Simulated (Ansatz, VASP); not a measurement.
SiC in VASP and in Ansatz

```
Si C
1.0
     3.07600    0.00000    0.00000
    -1.53800    2.66389    0.00000
     0.00000    0.00000    5.19944
Si C
2 2
Direct
  0.33333 0.66667 0.00582
  0.66667 0.33333 0.50582
  0.33333 0.66667 0.37918
  0.66667 0.33333 0.87918
```

Change from the starting cell: z stretched by +3 %, ions relaxed.

Alike in both runs: functional PBE; k mesh 16 × 16 × 9; occupations fermi-dirac, width 0.02 eV; no spin polarisation.

Ansatz relaxed the structure, and its values are those at the end. VASP's run is a single point on that final structure, the one shown.

|  | VASP | Ansatz |
| --- | --- | --- |
| version | VASP 6.6.1 | Ansatz 0.2.0 |
| potentials or method | VASP PAW PBE potentials, release 64 (Si, C) | plane-wave PAW, scalar-relativistic |
| plane-wave cutoff (eV) | 520 | 420 |
| valence electrons in the cell | 16 | 16 |

|  | VASP | Ansatz | Ansatz less VASP |
| --- | --- | --- | --- |
| gap on the k mesh at the Fermi level (eV) | 2.19 | 2.19 | +0.005 |
| pressure (GPa) | -2.8 | -2.7 | +0.04 |

The functional is the same, so the differences come from potentials, cutoffs and numerics. Ansatz's warnings: stress scf threshold loose.
